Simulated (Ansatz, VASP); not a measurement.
Two plane-wave programs on Ag

Contents of POSCAR:

```
Ag
1.0
    2.7512030732      0.0000000000      0.0000000000
    0.0000000000      2.7512030732      0.0000000000
    0.0000000000      0.0000000000      2.7512030732
Ag
1
Direct
    0.0000000000      0.0000000000      0.0000000000
```

INCAR.step1

```
PREC = Accurate
ENCUT = 520
ISMEAR = -1
SIGMA = 0.1
LREAL = F
LASPH = T
NELM = 60
NBANDS = 12
GGA = PE
ALGO = Normal
EDIFF = 1E-4
LWAVE = T
LCHARG = F
```

File INCAR.step2:

```
PREC = Accurate
ENCUT = 520
EDIFF = 1E-6
ISMEAR = -1
SIGMA = 0.1
LREAL = F
LASPH = T
NELM = 60
ALGO = Normal
ISIF = 2
LWAVE = F
LCHARG = F
METAGGA = R2SCAN
LMIXTAU = T
NBANDS = 12
ISTART = 1
```

KPOINTS

```
Automatic mesh
0
Gamma
  13 13 13
```

Input for Ansatz:

```yaml
crystal:
  lattice:
    - [2.7512030732, 0.0, 0.0]
    - [0.0, 2.7512030732, 0.0]
    - [0.0, 0.0, 2.7512030732]
  atoms:
    - { symbol: Ag, position: [0.0, 0.0, 0.0] }
hamiltonian:
  xc: r2scan
  pseudopotentials:
    kind: paw
    azcp:
      Ag: "pseudopotentials/Ag.paw.azcp"
basis:
  ecutwfc: 500
  fft_grid_basis: typed
kpoints:
  mp_grid: { grid: [13, 13, 13], shift: [0, 0, 0] }
magnetization:
  spin_polarized: false
scf:
  occupations: { method: fermi_dirac, width: 0.1 }
  lower_state_search: "off"
output:
  stress: true
  write_density: true
  write_potential: true
  elf: true
  volumetric_format: npy
```

Alike in both runs: task single point; functional r2SCAN; k mesh 13 × 13 × 13; occupations fermi-dirac, width 0.1 eV; no spin polarisation.

```csv
,VASP,Ansatz
version,VASP 6.6.1,Ansatz 0.2.0
potentials or method,"VASP PAW PBE potentials, release 64 (Ag), cutoff 520 eV","plane waves (500 eV) with PAW, scalar-relativistic"
valence electrons in the cell,11,19
```

|  | VASP | Ansatz | Ansatz less VASP |
| --- | --- | --- | --- |
| pressure (GPa) | -2.7 | -2.8 | -0.11 |

VASP's potentials were made for PBE, not for r2SCAN. The functional is the same, so the differences come from potentials, cutoffs and numerics. VASP's potentials hold 11 valence electrons a cell and Ansatz's 19, so a difference there can come from the potentials and not from the codes.
